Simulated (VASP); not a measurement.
Runs of VASP 6.6.1 on Ge3Pd. The structure is that of space group Pm-3m (No. 221), or close to it. The cells are those of the table. The cell was built from a structure type or drawn by symmetry, and may not be a known phase.

```tsv
task	spin	cell	k mesh	cutoff (eV)	gap on the mesh (eV)	pressure (GPa)	relaxed volume (Å³/atom)
single point	off	a = 4.138 Å, 4 atoms	4 × 4 × 4	520	none	0.0	-
single point	off	a = 4.146 Å, 4 atoms	12 × 12 × 12	520	none	0.0	-
relaxation of cell and atoms	off	relaxed from a = 4.230 Å, 4 atoms	4 × 4 × 4	600	none	0.1	17.72
relaxation of cell and atoms	off	relaxed from a = 4.138 Å, 4 atoms	12 × 12 × 12	600	none	0.0	(a)
single point	off	a = 4.230 Å, 4 atoms	4 × 4 × 4	520	none	-5.1	-
single point	collinear	a = 4.138 Å, 4 atoms	4 × 4 × 4	520	none	0.1	-
```

Alike in all rows: level PBE; potentials or basis VASP PAW PBE potentials, release 64 (Ge_d, Pd); smearing gaussian 0.1 eV.

Question: Estimate the missing entries.

Answer: (a) 17.83.

Caveats: some runs use coarse meshes.

A k mesh can miss the band edges, and the runs leave out spin-orbit coupling on Ge, Pd.

A gap of «none» marks levels without a gap at the run's occupations.
